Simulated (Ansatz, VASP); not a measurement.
# Al2O3 in VASP and in Ansatz

INCAR

```
  PREC = Accurate
  ENCUT = 520
  EDIFF = 1E-7
  ISMEAR = 0
  SIGMA = 0.05
  LREAL = False
  LASPH = True
  NELM = 60
  ALGO = Normal
  ISIF = 2
  LWAVE = False
  LCHARG = True
  GGA = PE
  LELF = True
  LVHAR = True
  NBANDS = 35
```

File KPOINTS:

```
Automatic mesh
0
Gamma
  6 6 6
```

File POSCAR:

```
Al2O3
1.0
    2.3529178629      1.3584577615      4.5660724047
   -2.3529178629      1.3584577615      4.5660724047
    0.0000000000     -2.7169155230      4.5660724047
Al O
4 6
Direct
    0.8635611633      0.8635611633      0.8635611633
    0.6364388367      0.6364388367      0.6364388367
    0.1364388367      0.1364388367      0.1364388367
    0.3635611633      0.3635611633      0.3635611633
    0.0561574040      0.4438425960      0.7500000000
    0.7500000000      0.0561574040      0.4438425960
    0.4438425960      0.7500000000      0.0561574040
    0.9438425960      0.5561574040      0.2500000000
    0.2500000000      0.9438425960      0.5561574040
    0.5561574040      0.2500000000      0.9438425960
```

Input for Ansatz:

```yaml
crystal:
  lattice:
    - [2.3529178629, 1.3584577615, 4.5660724047]
    - [-2.3529178629, 1.3584577615, 4.5660724047]
    - [0.0, -2.716915523, 4.5660724047]
  atoms:
    - { symbol: Al, position: [0.8635611633, 0.8635611633, 0.8635611633] }
    - { symbol: Al, position: [0.6364388367, 0.6364388367, 0.6364388367] }
    - { symbol: Al, position: [0.1364388367, 0.1364388367, 0.1364388367] }
    - { symbol: Al, position: [0.3635611633, 0.3635611633, 0.3635611633] }
    - { symbol: O, position: [0.056157404, 0.443842596, 0.75] }
    - { symbol: O, position: [0.75, 0.056157404, 0.443842596] }
    - { symbol: O, position: [0.443842596, 0.75, 0.056157404] }
    - { symbol: O, position: [0.943842596, 0.556157404, 0.25] }
    - { symbol: O, position: [0.25, 0.943842596, 0.556157404] }
    - { symbol: O, position: [0.556157404, 0.25, 0.943842596] }
basis:
  ecutwfc: 520.0
kpoints:
  mp_grid: { grid: [6, 6, 6] }
hamiltonian:
  xc: pbe
  pseudopotentials: { kind: paw, azcp: { folder: soft_1 } }
scf:
  occupations: { method: gaussian, width: 0.05 }
output:
  forces: true
  stress: true
  eigenvalues: true
```

Alike in both runs: task single point; functional PBE; k mesh 6 × 6 × 6; occupations gaussian, width 0.05 eV; no spin polarisation.

```csv
,VASP,Ansatz
version,VASP 6.6.1,Ansatz 0.2.0
potentials or method,"VASP PAW PBE potentials, release 64 (Al, O), cutoff 520 eV","scalar-relativistic, plane waves, PAW"
valence electrons in the cell,48,48
```

|  | VASP | Ansatz | Ansatz less VASP |
| --- | --- | --- | --- |
| gap on the k mesh at the Fermi level (eV) | 5.46 | 5.46 | +0.003 |
| least direct gap on the mesh (eV) | 5.46 | 5.46 | +0.003 |
| pressure (GPa) | 6.9 | 7.0 | +0.06 |
| traceless stress, the component that is largest in VASP (GPa) | -21.12 | -20.95 | +0.168 |
| rms of the force components (eV/Å) | 0.775 | 0.767 | -0.0077 |

Atom by atom the forces differ by 0.008 eV/Å (rms over components). The functional is the same, so the differences come from potentials, cutoffs and numerics.
